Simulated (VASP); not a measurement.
Zr, 1 atom in the cell. It takes space group Fm-3m (No. 225, cubic). Conventional cell: a = 4.529 Å, b = 4.529 Å, c = 4.529 Å, α = 90.00°, β = 90.00°, γ = 90.00°. Within 4.2 Å of Zr (site symmetry m-3m) lie 12 Zr at 3.20 Å. 

```yaml
Program: VASP 6.6.1
Task: single point
Functional: PBE
Potentials_or_basis: VASP PAW PBE potentials, release 64 (Zr_sv)
Cutoff: 500 eV
k_mesh: 10 × 10 × 10
Occupations: gaussian, width 0.1 eV
Spin: no spin polarisation
Dipole_correction: no
Further_INCAR_settings: ALGO = Normal; EDIFF = 1e-06; NBANDS = 12
```

Potentials or basis: VASP PAW PBE potentials, release 64 (Zr_sv).

Run with:

```bash
$ cat potpaw_PBE.64/Zr_sv/POTCAR > POTCAR
$ mpirun -np 1 vasp_std > vasp.out
```

Hardware: 1 thread of Intel(R) Xeon(R) 6975P-C (Granite Rapids) (shared host).

Problem. Estimate the wall time of this run.

Solution. Run time: 5 s on 1 thread of Intel(R) Xeon(R) 6975P-C (Granite Rapids), with other jobs on the host, peak memory 0.13 GiB. Counts: scf iterations 12, k points 47.
